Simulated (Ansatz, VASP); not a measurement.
## Mg6F in VASP and in Ansatz

```
Mg F
1.0
     7.32692    0.00000    0.00000
     0.00000    7.32692    0.00000
     0.00000    0.00000    7.32692
Mg F
6 1
Direct
  0.50000 0.50000 0.19869
  0.50000 0.50000 0.80131
  0.19869 0.50000 0.50000
  0.80131 0.50000 0.50000
  0.50000 0.19869 0.50000
  0.50000 0.80131 0.50000
  0.00000 0.00000 0.00000
```

Change from the starting cell: species swapped into the ErB6 type (Pm-3m, No. 221).

Alike in both runs: functional PBE; k mesh 6 × 6 × 6; occupations gaussian, width 0.1 eV; no spin polarisation.

Ansatz relaxed the structure, and its values are those at the end. VASP's run is a single point on that final structure, the one shown.

|  | VASP | Ansatz |
| --- | --- | --- |
| version | VASP 6.6.1 | Ansatz 0.2.0 |
| potentials or method | VASP PAW PBE potentials, release 64 (Mg, F), cutoff 520 eV | scalar-relativistic, plane waves, PAW |
| valence electrons in the cell | 19 | 67 |

```tsv
	VASP	Ansatz	Ansatz less VASP
gap on the k mesh at the Fermi level (eV)	none	none	-
pressure (GPa)	0.0	0.0	+0.03
```

A gap of «none» marks a metal or a gap that the smearing closes. VASP's potentials hold 19 valence electrons a cell and Ansatz's 67, so a difference there can come from the potentials and not from the codes. Ansatz's warnings: xc potential rough in thin density.
